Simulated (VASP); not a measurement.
# SnSe (Immm) in VASP: notebook

SnSe is run at these levels: LDA; tasks: single point.

Everything below comes from runs of VASP 6.6.1. Logs are shortened: lines on timing, memory, paths and dates and some standing lists are left out, and cuts for length are marked.

## 1. The cell of the first run

It takes space group Immm (No. 71, orthorhombic). Conventional cell: a = 4.214 Å, b = 4.299 Å, c = 6.020 Å, α = 90.00°, β = 90.00°, γ = 90.00°. Sn (site symmetry mmm) has 6 Se at 3.01 Å within 4.0 Å. Se (site symmetry mmm) has 6 Sn at 3.01 Å within 4.0 Å.

## 2. Single point, LDA (strain -0.0200 x Voigt [0, 0, 0, 0, 1, 0])

Input file INCAR:

```
SYSTEM = SnSe
ALGO = Normal
EDIFF = 1E-6
ENCUT = 520
ISIF = 2
ISMEAR = 0
LASPH = .TRUE.
LCHARG = .TRUE.
LELF = .TRUE.
LREAL = .FALSE.
LVHAR = .TRUE.
LWAVE = .FALSE.
NBANDS = 17
NELM = 100
PREC = Accurate
SIGMA = 0.05
```

Input file KPOINTS:

```
k-points
0
G
  8 8 8
  0 0 0
```

Input file POSCAR:

```
SnSe
1.0
   -0.0301000000      3.0100000000      3.0100000000
    2.9799000000      0.0000000000      2.9799000000
    3.0100000000      3.0100000000     -0.0301000000
Sn Se
1 1
Direct
    0.0000000000      0.0000000000      0.0000000000
    0.5000000000      0.5000000000      0.5000000000
```

Potentials or basis: VASP PAW LDA potentials, release 64 (Sn_d, Se).

The run is started by

```sh
cat potpaw_LDA.64/Sn_d/POTCAR potpaw_LDA.64/Se/POTCAR > POTCAR
mpirun -np 1 vasp_std > vasp.out
```

OUTCAR:

```text
SYSTEM = SnSe
   EDIFF = 1E-6
   ENCUT = 520
   ISIF = 2
   ISMEAR = 0
   LASPH = .TRUE.
   LREAL = .FALSE.
   NELM = 100
   PREC = Accurate

 ion  position               nearest neighbor table
   1  0.000  0.000  0.000-   2 3.01   2 3.01   2 3.01   2 3.01   2 3.01   2 3.01
   2  0.500  0.500  0.500-   1 3.01   1 3.01   1 3.01   1 3.01   1 3.01   1 3.01

  LATTYP: Found a body centered orthorhombic cell.
 ALAT       =     4.2142149945
 B/A-ratio  =     1.0202020202
 C/A-ratio  =     1.4284985479

  Lattice vectors:

 A1 = (   3.0100000000,  -3.0100000000,  -0.0301000000)
 A2 = (  -3.0100000000,  -3.0100000000,   0.0301000000)
 A3 = (   0.0301000000,   3.0100000000,  -3.0100000000)

Analysis of symmetry for initial positions (statically):
=====================================================================
 Subroutine PRICEL returns:
 Original cell was already a primitive cell.

 Routine SETGRP: Setting up the symmetry group for a
 body centered orthorhombic supercell.

 Subroutine GETGRP returns: Found  8 space group operations
 (whereof  8 operations were pure point group operations)
 out of a pool of  8 trial point group operations.

The static configuration has the point symmetry D_2h.

Analysis of symmetry for dynamics (positions and initial velocities):
=====================================================================
 Subroutine PRICEL returns:
 Original cell was already a primitive cell.

 Routine SETGRP: Setting up the symmetry group for a
 body centered orthorhombic supercell.

 Subroutine GETGRP returns: Found  8 space group operations
 (whereof  8 operations were pure point group operations)
 out of a pool of  8 trial point group operations.

The dynamic configuration has the point symmetry D_2h.

 Subroutine INISYM returns: Found  8 space group operations
 (whereof  8 operations are pure point group operations),
 and found     1 'primitive' translations

----------------------------------------------------------------------------------------

                                     Primitive cell

  volume of cell :      54.5363

  direct lattice vectors                    reciprocal lattice vectors
    -0.030100000  3.010000000  3.010000000    -0.164468274  0.166112957  0.164468274
     2.979900000  0.000000000  2.979900000     0.167790865 -0.166112957  0.167790865
     3.010000000  3.010000000 -0.030100000     0.164468274  0.166112957 -0.164468274

  length of vectors
     4.256889241  4.214214995  4.256889241     0.285820120  0.289656803  0.285820120

  position of ions in fractional coordinates (direct lattice)
     0.000000000  0.000000000  0.000000000
     0.500000000  0.500000000  0.500000000

  ion indices of the primitive-cell ions
   primitive index   ion index
                 1           1
                 2           2

----------------------------------------------------------------------------------------

 KPOINTS: k-points

Automatic generation of k-mesh.
 Grid dimensions read from file:
 generate k-points for:    8    8    8

 Generating k-lattice:

  Cartesian coordinates                     Fractional coordinates (reciprocal lattice)
    -0.020558534  0.020764120  0.020558534     0.125000000  0.000000000  0.000000000
     0.020973858 -0.020764120  0.020973858    -0.000000000  0.125000000 -0.000000000
     0.020558534  0.020764120 -0.020558534     0.000000000  0.000000000  0.125000000

  Length of vectors
     0.035727515  0.036207100  0.035727515

  Shift w.r.t. Gamma in fractional coordinates (k-lattice)
     0.000000000  0.000000000  0.000000000

 Subroutine IBZKPT returns following result:
 ===========================================

 Found     95 irreducible k-points:

 Following reciprocal coordinates:
            Coordinates               Weight
  0.000000  0.000000  0.000000      1.000000
  0.125000  0.000000  0.000000      4.000000
  0.250000  0.000000  0.000000      4.000000
  0.375000  0.000000  0.000000      4.000000
  0.500000  0.000000  0.000000      2.000000
  0.000000  0.125000 -0.000000      4.000000
[... 16 lines left out ...]
  0.125000  0.375000 -0.000000      8.000000
  0.250000  0.375000  0.000000      8.000000
 [... further k-points ...]
   k-points           NKPTS =     95   k-points in BZ     NKDIM =     95   number of bands    NBANDS=     17
   number of dos      NEDOS =    301   number of ions     NIONS =      2
   total plane-waves  NPLWV =  32768
   dimension x,y,z NGX =    32 NGY =   32 NGZ =   32
   dimension x,y,z NGXF=    64 NGYF=   64 NGZF=   64
   ions per type =               1   1
   NGX,Y,Z   is equivalent  to a cutoff of  12.50, 12.62, 12.50 a.u.
   NGXF,Y,Z  is equivalent  to a cutoff of  24.99, 25.25, 24.99 a.u.
 SYSTEM =  SnSe
   PREC   = accura    normal or accurate (medium, high low for compatibility)
   ISTART =      0    job   : 0-new  1-cont  2-samecut
   ICHARG =      2    charge: 1-file 2-atom 10-const
   ISPIN  =      1    spin polarized calculation?
[... 94 lines left out ...]
      3     -16.0682      2.00000
      4     -16.0605      2.00000
      5     -16.0595      2.00000
      6      -7.6923      2.00000
[... 9 lines left out ...]
     16      14.2006      0.00000
     17      16.6694      0.00000

 k-point     5 :       0.5000    0.0000    0.0000
  band No.  band energies     occupation
      1     -16.0820      2.00000
      2     -16.0802      2.00000
      3     -16.0678      2.00000
      4     -16.0586      2.00000
      5     -16.0578      2.00000
      6      -7.5191      2.00000
[... 9 lines left out ...]
     16      15.6494      0.00000
     17      15.7381      0.00000

 k-point     6 :       0.0000    0.1250   -0.0000
  band No.  band energies     occupation
      1     -16.0739      2.00000
      2     -16.0738      2.00000
      3     -16.0707      2.00000
      4     -16.0696      2.00000
      5     -16.0687      2.00000
      6      -8.3334      2.00000
[... 9 lines left out ...]
     16      11.7156      0.00000
     17      14.6366      0.00000

 k-point     7 :       0.1250    0.1250   -0.0000
  band No.  band energies     occupation
      1     -16.0760      2.00000
      2     -16.0723      2.00000
      3     -16.0720      2.00000
      4     -16.0682      2.00000
      5     -16.0678      2.00000
      6      -8.2983      2.00000
[... 9 lines left out ...]
     16      12.3148      0.00000
     17      13.8306      0.00000

 k-point     8 :       0.2500    0.1250    0.0000
  band No.  band energies     occupation
      1     -16.0794      2.00000
      2     -16.0736      2.00000
      3     -16.0714      2.00000
      4     -16.0655      2.00000
      5     -16.0635      2.00000
      6      -8.0681      2.00000
[... 9 lines left out ...]
     16      13.2831      0.00000
     17      15.0256      0.00000
[... 203 lines left out ...]
      1     -16.0871      2.00000
      2     -16.0753      2.00000
      3     -16.0653      2.00000
      4     -16.0620      2.00000
      5     -16.0579      2.00000
      6      -7.3477      2.00000
[... 9 lines left out ...]
     16      14.3100      0.00000
     17      17.0694      0.00000

 k-point    20 :      -0.2500    0.2500   -0.0000
  band No.  band energies     occupation
      1     -16.0822      2.00000
      2     -16.0771      2.00000
      3     -16.0660      2.00000
      4     -16.0622      2.00000
      5     -16.0607      2.00000
      6      -7.5519      2.00000
[... 9 lines left out ...]
     16      14.5902      0.00000
     17      15.7420      0.00000

 k-point    21 :      -0.1250    0.2500   -0.0000
  band No.  band energies     occupation
      1     -16.0781      2.00000
      2     -16.0774      2.00000
      3     -16.0690      2.00000
      4     -16.0644      2.00000
      5     -16.0610      2.00000
      6      -7.8364      2.00000
[... 9 lines left out ...]
     16      14.4712      0.00000
     17      15.7238      0.00000

 k-point    22 :       0.0000    0.3750   -0.0000
  band No.  band energies     occupation
      1     -16.0800      2.00000
      2     -16.0784      2.00000
      3     -16.0693      2.00000
      4     -16.0603      2.00000
      5     -16.0593      2.00000
      6      -7.6715      2.00000
[... 9 lines left out ...]
     16      14.2188      0.00000
     17      16.8020      0.00000

 k-point    23 :       0.1250    0.3750   -0.0000
  band No.  band energies     occupation
      1     -16.0824      2.00000
      2     -16.0749      2.00000
      3     -16.0702      2.00000
      4     -16.0618      2.00000
      5     -16.0594      2.00000
      6      -7.7129      2.00000
[... 9 lines left out ...]
     16      14.7579      0.00000
     17      16.7795      0.00000

 k-point    24 :       0.2500    0.3750    0.0000
  band No.  band energies     occupation
      1     -16.0895      2.00000
      2     -16.0742      2.00000
      3     -16.0693      2.00000
      4     -16.0591      2.00000
      5     -16.0580      2.00000
      6      -7.6234      2.00000
[... 9 lines left out ...]
     16      15.4193      0.00000
     17      16.2150      0.00000

 [... further k-points ...]

------------------------ aborting loop because EDIFF is reached ----------------------------------------

  FORCE on cell =-STRESS in cart. coord.  units (eV):
  Direction    XX          YY          ZZ          XY          YZ          ZX
  --------------------------------------------------------------------------------------
  -------------------------------------------------------------------------------------
  Total       -1.1109949     -1.1136144     -1.1109949      0.0000000      0.0000000      0.1360949
  in kB      -32.6389802    -32.7159379    -32.6389802      0.0000000      0.0000000      3.9982180
  external PRESSURE =     -32.6646328 kB  Pullay stress =       0.0000000 kB

 VOLUME and BASIS-vectors are now :
 -----------------------------------------------------------------------------
  energy-cutoff  :      520.00
  volume of cell :       54.54
      direct lattice vectors                 reciprocal lattice vectors
    -0.030100000  3.010000000  3.010000000    -0.164468274  0.166112957  0.164468274
     2.979900000  0.000000000  2.979900000     0.167790865 -0.166112957  0.167790865
     3.010000000  3.010000000 -0.030100000     0.164468274  0.166112957 -0.164468274

 POSITION                                       TOTAL-FORCE (eV/Angst)
 -----------------------------------------------------------------------------------
      0.00000      0.00000      0.00000         0.000000      0.000000     -0.000000
      2.97990      3.01000      2.97990        -0.000000      0.000000      0.000000
 -----------------------------------------------------------------------------------
    total drift:                                0.000000     -0.000000     -0.000000

  FREE ENERGIE OF THE ION-ELECTRON SYSTEM (eV)
  ---------------------------------------------------
  free  energy   TOTEN  =        -9.4736109674 eV

  energy  without entropy=       -9.4736109674  energy(sigma->0) =       -9.47361097
```

It took 84 s on 1 thread of Intel Xeon 8259CL, shared host; peak memory 0.22 GiB.

What came out:

| Item | Value |
| --- | --- |
| Free energy | -9.4736 eV |
| Pressure | -3.3 GPa |
| Band gap on the k mesh | 0.53 eV (least direct gap 0.63 eV) |

Stress tensor (GPa, compression positive):
```
-3.26  0.00  0.40
 0.00 -3.27  0.00
 0.40  0.00 -3.26
```

Levels at points of the mesh, in eV from the valence-band top:
```
           k point  band 8  band 9  band 10  band 11  band 12  band 13
(0.00, 0.00, 0.00)   -2.20   -2.11    -2.03     4.25     4.27     4.29
(0.50, 0.00, 0.00)   -1.85   -1.80     0.00     0.63     1.26     1.33
(0.00, 0.50, 0.00)   -1.91   -1.86    -0.10     0.53     1.16     1.22
(0.50, 0.50, 0.00)   -5.42   -3.57    -3.57     3.04     5.28     5.31
(0.50, 0.00, 0.50)   -5.42   -3.67    -3.47     3.04     5.28     5.34
```

Caveat: the cell differs from its parent crystal (strain -0.0200 x Voigt [0, 0, 0, 0, 1, 0]); the cell stands under tension; semilocal functionals underestimate gaps, and a narrow one can read as zero; spin-orbit coupling is left out, which moves the levels of the heavy elements.

## 3. Single point, LDA (strain +0.0150 x Voigt [0, 0, 0, 0, 1, 0])

Input file INCAR:

```
SYSTEM = SnSe
PREC     = Accurate       ! precision mode
ENCUT    = 520            ! plane-wave cutoff, eV
EDIFF    = 1E-6           ! SCF threshold, eV
ISMEAR   = 0              ! smearing method
SIGMA    = 0.05           ! smearing width, eV
LREAL    = .False.        ! projectors in reciprocal space
LASPH    = .True.         ! aspherical terms in the spheres
NELM     = 100            ! most SCF steps
ALGO     = Normal         ! electronic algorithm
ISIF     = 2              ! what is computed and relaxed
LWAVE    = .False.        ! write WAVECAR
LCHARG   = .False.        ! write CHGCAR
NBANDS   = 17             ! bands
```

Input file KPOINTS:

```
Automatic mesh
0
Gamma
  8 8 8
  0 0 0
```

Input file POSCAR:

```
SnSe
1.0
    0.0225750000      3.0100000000      3.0100000000
    3.0325750000      0.0000000000      3.0325750000
    3.0100000000      3.0100000000      0.0225750000
Sn Se
1 1
Direct
    0.0000000000      0.0000000000      0.0000000000
    0.5000000000      0.5000000000      0.5000000000
```

Potentials or basis: VASP PAW LDA potentials, release 64 (Sn_d, Se).

The run is started by

```sh
cat potpaw_LDA.64/Sn_d/POTCAR potpaw_LDA.64/Se/POTCAR > POTCAR
mpirun -np 1 vasp_std > vasp.out
```

It took 90 s on 1 thread of Intel Xeon 8259CL, shared host; peak memory 0.22 GiB.

Results (log left out):

```
Free energy            : -9.4742 eV
Pressure               : -3.3 GPa
Band gap on the k mesh : 0.56 eV (least direct gap 0.63 eV)
```

Stress tensor (GPa, compression positive):
```
-3.27  0.00 -0.30
 0.00 -3.27  0.00
-0.30  0.00 -3.27
```

Levels at points of the mesh, in eV from the valence-band top:
| k point | band 7 | band 8 | band 9 | band 10 | band 11 | band 12 | band 13 | band 14 |
| --- | --- | --- | --- | --- | --- | --- | --- | --- |
| (0.00, 0.00, 0.00) | -5.12 | -2.16 | -2.10 | -2.04 | 4.27 | 4.28 | 4.30 | 5.83 |
| (0.50, 0.00, 0.00) | -8.01 | -1.88 | -1.85 | -0.07 | 0.56 | 1.19 | 1.24 | 8.23 |
| (0.00, 0.50, 0.00) | -8.07 | -1.84 | -1.80 | 0.00 | 0.63 | 1.27 | 1.31 | 8.20 |
| (0.50, 0.50, 0.00) | -6.04 | -5.41 | -3.56 | -3.56 | 3.05 | 5.30 | 5.32 | 5.95 |
| (0.50, 0.00, 0.50) | -6.05 | -5.41 | -3.64 | -3.48 | 3.05 | 5.30 | 5.34 | 5.94 |

Caveat: the cell differs from its parent crystal (strain +0.0150 x Voigt [0, 0, 0, 0, 1, 0]); the cell stands under tension; semilocal functionals underestimate gaps, and a narrow one can read as zero; spin-orbit coupling is left out, which moves the levels of the heavy elements.

## 4. Single point, LDA (strain -0.0100 x Voigt [0, 0, 0, 0, 1, 0])

Input file INCAR:

```
  ALGO = Normal
  EDIFF = 1E-7
  ENCUT = 520
  GGA = CA
  ISIF = 2
  ISMEAR = 0
  LASPH = True
  LCHARG = False
  LREAL = False
  LWAVE = False
  NBANDS = 17
  NELM = 80
  PREC = Accurate
  SIGMA = 0.05
```

Input file KPOINTS:

```
k-points
0
Gamma
  8 8 8
```

Input file POSCAR:

```
SnSe
1.0
   -0.0150500000      3.0100000000      3.0100000000
    2.9949500000      0.0000000000      2.9949500000
    3.0100000000      3.0100000000     -0.0150500000
Sn Se
1 1
Direct
    0.0000000000      0.0000000000      0.0000000000
    0.5000000000      0.5000000000      0.5000000000
```

The run is started by

```sh
cat potpaw_LDA.64/Sn_d/POTCAR potpaw_LDA.64/Se/POTCAR > POTCAR
mpirun -np 1 vasp_std > vasp.out
```

It took 90 s on 1 thread of Intel Xeon 8259CL, shared host; peak memory 0.22 GiB.

The run converged. Its results:

```yaml
Free_energy: -9.4745 eV
Pressure: -3.3 GPa
Band_gap_on_the_k_mesh: 0.58 eV (least direct gap 0.63 eV)
```

Stress tensor (GPa, compression positive):
```
-3.29  0.00  0.20
 0.00 -3.29  0.00
 0.20  0.00 -3.29
```

Levels at points of the mesh, in eV from the valence-band top:
```
           k point  band 7  band 8  band 9  band 10  band 11  band 12  band 13  band 14
(0.00, 0.00, 0.00)   -5.11   -2.13   -2.09    -2.05     4.28     4.29     4.30     5.87
(0.50, 0.00, 0.00)   -8.05   -1.83   -1.81     0.00     0.63     1.27     1.30     8.22
(0.00, 0.50, 0.00)   -8.01   -1.86   -1.84    -0.05     0.58     1.22     1.25     8.24
(0.50, 0.50, 0.00)   -6.03   -5.40   -3.55    -3.55     3.06     5.32     5.33     5.95
(0.50, 0.00, 0.50)   -6.03   -5.40   -3.60    -3.50     3.06     5.32     5.34     5.95
```

Caveat: the cell differs from its parent crystal (strain -0.0100 x Voigt [0, 0, 0, 0, 1, 0]); the cell stands under tension; semilocal functionals underestimate gaps, and a narrow one can read as zero; spin-orbit coupling is left out, which moves the levels of the heavy elements. A k mesh can miss the band edges.

## 5. Single point, LDA (strain +0.0050 x Voigt [0, 0, 0, 0, 1, 0])

Input file INCAR:

```
ALGO = Normal
EDIFF = 1E-6
ENCUT = 520
ISIF = 2
ISMEAR = 0
LASPH = True
LCHARG = False
LREAL = False
LWAVE = False
NBANDS = 17
NELM = 60
PREC = Accurate
SIGMA = 0.05
```

KPOINTS is that of step 4.

Input file POSCAR:

```
SnSe
1.0
    0.0075250000      3.0100000000      3.0100000000
    3.0175250000      0.0000000000      3.0175250000
    3.0100000000      3.0100000000      0.0075250000
Sn Se
1 1
Direct
    0.0000000000      0.0000000000      0.0000000000
    0.5000000000      0.5000000000      0.5000000000
```

The run is started by

```sh
cat potpaw_LDA.64/Sn_d/POTCAR potpaw_LDA.64/Se/POTCAR > POTCAR
mpirun -np 1 vasp_std > vasp.out
```

It took 80 s on 1 thread of Intel Xeon 8259CL, shared host; peak memory 0.22 GiB.

Results (log left out):

```
Free energy            : -9.4748 eV
Pressure               : -3.3 GPa
Band gap on the k mesh : 0.61 eV (least direct gap 0.63 eV)
```

Stress tensor (GPa, compression positive):
```
-3.27  0.00 -0.10
 0.00 -3.27  0.00
-0.10  0.00 -3.27
```

Levels at points of the mesh, in eV from the valence-band top:
```tsv
k point	band 6	band 7	band 8	band 9	band 10	band 11	band 12	band 13	band 14	band 15
(0.00, 0.00, 0.00)	-13.78	-5.10	-2.10	-2.08	-2.06	4.30	4.30	4.31	5.92	5.95
(0.50, 0.00, 0.00)	-12.84	-8.01	-1.84	-1.82	-0.02	0.61	1.25	1.27	8.25	10.14
(0.00, 0.50, 0.00)	-12.85	-8.03	-1.82	-1.81	0.00	0.63	1.28	1.29	8.24	10.11
(0.50, 0.50, 0.00)	-12.57	-6.02	-5.39	-3.54	-3.54	3.07	5.34	5.34	5.96	10.60
(0.50, 0.00, 0.50)	-12.57	-6.02	-5.39	-3.56	-3.51	3.07	5.33	5.35	5.96	10.60
```

Caveat: the cell differs from its parent crystal (strain +0.0050 x Voigt [0, 0, 0, 0, 1, 0]); the cell stands under tension; semilocal functionals underestimate gaps, and a narrow one can read as zero; spin-orbit coupling is left out, which moves the levels of the heavy elements.

## 6. The runs side by side

```tsv
cell	gap on the mesh (eV)	pressure (GPa)
a = 4.257, b = 4.214 Å, angles 60.3, 60.7, 60.3°, 2 atoms	0.53	-3.3
a = 4.257, b = 4.289 Å, angles 59.8, 59.5, 59.8°, 2 atoms	0.56	-3.3
a = 4.257, b = 4.235 Å, angles 60.2, 60.3, 60.2°, 2 atoms	0.58	-3.3
a = 4.257, b = 4.267 Å, angles 59.9, 59.8, 59.9°, 2 atoms	0.61	-3.3
```

Alike in all rows: task single point; level LDA; potentials or basis VASP PAW LDA potentials, release 64 (Sn_d, Se); no spin polarisation; k mesh 8 × 8 × 8; cutoff (eV) 520; smearing gaussian 0.05 eV.

Caveats: the cell stands under tension; semilocal functionals underestimate gaps, and a narrow one can read as zero; spin-orbit coupling is left out, which moves the levels of the heavy elements.

Absolute energies hang on the potentials; compare differences alone.
